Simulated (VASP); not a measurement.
Set up this calculation in VASP 6.6.1, as the native input.

```
Task                   : single point
Functional             : LDA
Potentials or basis    : VASP PAW LDA potentials, release 64 (Si, O)
Cutoff                 : 520 eV
k mesh                 : 6 × 6 × 10
Occupations            : gaussian, width 0.05 eV
Spin                   : no spin polarisation
Dipole correction      : no
Further INCAR settings : ALGO = Normal; EDIFF = 1e-06; NBANDS = 25
```

The structure of SiO2 lies in POSCAR:

```
SiO2
1.0
    4.5404264210      0.0000000000      0.0000000000
    0.0000000000      4.5404264210      0.0000000000
    0.0000000000      0.0000000000      2.5140341093
Si O
2 4
Direct
    0.5000000000      0.5000000000      0.5000000000
    0.0000000000      0.0000000000      0.0000000000
    0.6944252994      0.6944252994      0.0000000000
    0.1944252994      0.8055747006      0.5000000000
    0.3055747006      0.3055747006      0.0000000000
    0.8055747006      0.1944252994      0.5000000000
```

This cell differs from its parent crystal: volume 8.638 Å^3 an atom, c/a of the conventional cell 0.5537.

These files were run (other wordings do the same):

INCAR

```
SYSTEM = SiO2
PREC     = Accurate       ! precision mode
ENCUT    = 520            ! plane-wave cutoff, eV
EDIFF    = 1E-6           ! SCF threshold, eV
ISMEAR   = 0              ! smearing method
SIGMA    = 0.05           ! smearing width, eV
LREAL    = .False.        ! projectors in reciprocal space
LASPH    = .True.         ! aspherical terms in the spheres
NELM     = 60             ! most SCF steps
ALGO     = Normal         ! electronic algorithm
ISIF     = 2              ! what is computed and relaxed
LWAVE    = .False.        ! write WAVECAR
LCHARG   = .False.        ! write CHGCAR
GGA      = CA             ! functional
NBANDS   = 25             ! bands
```

KPOINTS

```
Automatic mesh
0
Gamma
  6 6 10
  0 0 0
```

Potentials or basis: VASP PAW LDA potentials, release 64 (Si, O).

Launch:

```sh
$ cat potpaw_LDA.64/Si/POTCAR potpaw_LDA.64/O/POTCAR > POTCAR
$ mpirun -np 1 vasp_std > vasp.out
```

It gave:

```
Pressure               : -21.7 GPa
Largest force          : 2.076 eV/Å
Band gap on the k mesh : 3.98 eV, direct
```

Caveat: forces of over 1 eV/Å act on the atoms, so gaps and moduli don't describe the material at rest.

It took 27 s on 1 thread of Intel(R) Xeon(R) 6975P-C (Granite Rapids), with other jobs on the host, peak memory 0.17 GiB.
